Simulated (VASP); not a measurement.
Crystal: Zn.

```xyz
8
Lattice="4.9554 0.0000 0.0000 0.0000 4.9554 0.0000 0.0000 0.0000 4.9554" Properties=species:S:1:pos:R:3 pbc="T T T"
Zn    0.0000    0.0000    0.0000
Zn    2.4777    2.4777    2.4777
Zn    1.2388    0.0000    2.4777
Zn    3.7165    0.0000    2.4777
Zn    2.4777    1.2388    0.0000
Zn    2.4777    3.7165    0.0000
Zn    0.0000    2.4777    1.2388
Zn    0.0000    2.4777    3.7165
```

| Property | Result |
| --- | --- |
| Program | VASP 6.6.1 |
| Task | relaxation of cell and atoms |
| Functional | BLYP |
| Potentials or basis | VASP PAW PBE potentials, release 64 (Zn) |
| Cutoff | 600 eV |
| k mesh | 5 × 5 × 5 |
| Occupations | fermi-dirac, width 0.1 eV |
| Spin | no spin polarisation |

At the start: pressure 6.9 GPa; volume 15.21 Å³/atom.

Question: Where does the relaxation end?

Answer: Over 4 steps the energy falls by 35.1 meV/atom and the volume is 17.12 Å³/atom (+12.6 %); space group Pm-3n (No. 223, to 0.05 Å).

Step by step:
```
step  energy change (eV)  largest force (eV/Å)  pressure (GPa)  volume (Å³)
   1              0.0000                0.0000            6.86       121.68
   2             -0.2688                0.0000            1.06       133.52
   3             -0.2806                0.0000           -0.12       137.41
   4             -0.2807                0.0000            0.03       136.99
```

Final structure:
```
CELL_PARAMETERS angstrom
5.15505 0.00000 0.00000
0.00000 5.15505 0.00000
0.00000 0.00000 5.15505
ATOMIC_POSITIONS crystal
Zn 0.00000 0.00000 0.00000
Zn 0.50000 0.50000 0.50000
Zn 0.25000 0.00000 0.50000
Zn 0.75000 0.00000 0.50000
Zn 0.50000 0.25000 0.00000
Zn 0.50000 0.75000 0.00000
Zn 0.00000 0.50000 0.25000
Zn 0.00000 0.50000 0.75000
```

Caveat: the PAW data sets were made with another functional, which shifts forces and pressure a little.
